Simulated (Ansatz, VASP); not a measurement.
TiSi2 in VASP and in Ansatz

The input INCAR:

```
PREC = Accurate
ENCUT = 520
EDIFF = 1E-7
ISMEAR = 0
SIGMA = 0.15
LREAL = False
LASPH = True
NELM = 80
ALGO = Normal
ISIF = 2
LWAVE = False
LCHARG = True
GGA = PE
LELF = True
LVHAR = True
NBANDS = 29
```

Contents of KPOINTS:

```
Automatic mesh
0
Gamma
  14 14 14
```

The input POSCAR:

```
TiSi2
1.0
    0.0000000000      4.1351811254      4.2795976059
    2.4038689114      0.0000000000      4.2795976059
    2.4038689114      4.1351811254      0.0000000000
Ti Si
2 4
Direct
    0.7719062652      0.7719062652      0.7280937348
    0.5219062652      0.5219062652      0.4780937348
    0.0868244589      0.4131755411      0.0868244589
    0.4131755411      0.0868244589      0.4131755411
    0.1631755411      0.8368244589      0.1631755411
    0.8368244589      0.1631755411      0.8368244589
```

Input for Ansatz:

```yaml
crystal:
  lattice:
    - [0.0, 4.1351811254, 4.2795976059]
    - [2.4038689114, 0.0, 4.2795976059]
    - [2.4038689114, 4.1351811254, 0.0]
  atoms:
    - { symbol: Ti, position: [0.7719062652, 0.7719062652, 0.7280937348] }
    - { symbol: Ti, position: [0.5219062652, 0.5219062652, 0.4780937348] }
    - { symbol: Si, position: [0.0868244589, 0.4131755411, 0.0868244589] }
    - { symbol: Si, position: [0.4131755411, 0.0868244589, 0.4131755411] }
    - { symbol: Si, position: [0.1631755411, 0.8368244589, 0.1631755411] }
    - { symbol: Si, position: [0.8368244589, 0.1631755411, 0.8368244589] }
basis:
  ecutwfc: 420
kpoints:
  mp_grid: { grid: [14, 14, 14] }
hamiltonian:
  xc: pbe
scf:
  occupations: { method: gaussian, width: 0.15 }
output:
  forces: true
  stress: true
  eigenvalues: true
```

Change from the starting cell: all Ti atoms moved +0.188 Å, as atom 1 along Cartesian [0 0 1].

Alike in both runs: task single point; functional PBE; k mesh 14 × 14 × 14; occupations gaussian, width 0.15 eV; no spin polarisation.

|  | VASP | Ansatz |
| --- | --- | --- |
| version | VASP 6.6.1 | Ansatz 0.2.0 |
| potentials or method | VASP PAW PBE potentials, release 64 (Ti_sv, Si), cutoff 520 eV | scalar-relativistic, plane waves, PAW |
| valence electrons in the cell | 40 | 40 |

Ansatz gave:

```
gap on the k mesh at the Fermi level (eV)                     : none
pressure (GPa)                                                : 2.4
traceless stress, the component that is largest in VASP (GPa) : 2.54
rms of the force components (eV/Å)                            : 1.083
```

Q: Which values does VASP return?

A: gap on the k mesh at the Fermi level (eV): none; pressure (GPa): 2.3; traceless stress, the component that is largest in VASP (GPa): 2.56; rms of the force components (eV/Å): 1.086.

Atom by atom the forces differ by 0.003 eV/Å (rms over components). A gap of «none» marks a metal or a gap that the smearing closes.
